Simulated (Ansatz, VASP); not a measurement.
Two plane-wave programs on Cs

```
CELL_PARAMETERS angstrom
2.01332 3.48717 0.00000
-2.01332 3.48717 0.00000
0.00000 0.00000 13.03962
ATOMIC_POSITIONS crystal
Cs 0.00000 0.00000 0.00000
Cs 0.00000 0.00000 0.50000
Cs 0.33333 0.33334 0.75000
Cs 0.66666 0.66667 0.25000
```

Alike in both runs: task single point; functional PBE; k mesh 5 × 5 × 2; no spin polarisation.

|  | VASP | Ansatz |
| --- | --- | --- |
| version | VASP 6.6.1 | Ansatz 0.2.0 |
| potentials or method | VASP PAW PBE potentials, release 64 (Cs_sv), cutoff 520 eV | PAW plane waves |
| occupations | fermi-dirac, width 0.1 eV | fermi-dirac |
| valence electrons in the cell | 36 | 36 |

VASP gave:

* gap on the k mesh at the Fermi level (eV): none
* pressure (GPa): 5.4
* traceless stress, the component that is largest in VASP (GPa): 0.38

Problem. Estimate Ansatz's values.

Solution. gap on the k mesh at the Fermi level (eV): none; pressure (GPa): 5.4; traceless stress, the component that is largest in VASP (GPa): 0.37.

A gap of «none» marks a metal or a gap that the smearing closes. Ansatz's warnings: structure snapped to symmetry.

The k mesh is coarse, so the values compare programs but aren't converged. Spin-orbit coupling is off throughout.
